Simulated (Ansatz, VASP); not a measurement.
**Ga2SeS3: VASP beside Ansatz**

```xyz
6
Lattice="3.4941 2.0173 3.0279 -3.4941 2.0173 3.0279 0.0000 -4.0347 3.0279" Properties=species:S:1:pos:R:3 pbc="T T T"
Ga    0.0000    0.0000    5.9357
Ga    0.0000    0.0000    3.1481
Se    0.0000    0.0000    0.0000
S    -1.7471    1.0087    1.5140
S     1.7471    1.0087    1.5140
S     0.0000   -2.0173    1.5140
```

Change from the starting cell: species swapped into the Y2AlCo3 type (R-3m, No. 166).

Alike in both runs: functional PBE; k mesh 12 × 12 × 12; occupations gaussian, width 0.1 eV; no spin polarisation.

Ansatz relaxed the structure, and its values are those at the end. VASP's run is a single point on that final structure, the one shown.

```csv
,VASP,Ansatz
version,VASP 6.6.1,Ansatz 0.2.0
potentials or method,"VASP PAW PBE potentials, release 64 (Ga_d, Se, S), cutoff 520 eV","scalar-relativistic, plane waves, PAW"
valence electrons in the cell,50,60
```

|  | VASP | Ansatz | Ansatz less VASP |
| --- | --- | --- | --- |
| gap on the k mesh at the Fermi level (eV) | none | none | - |
| pressure (GPa) | 0.0 | 0.0 | 0.00 |

A gap of «none» marks a metal or a gap that the smearing closes. VASP's potentials hold 50 valence electrons a cell and Ansatz's 60, so a difference there can come from the potentials and not from the codes.
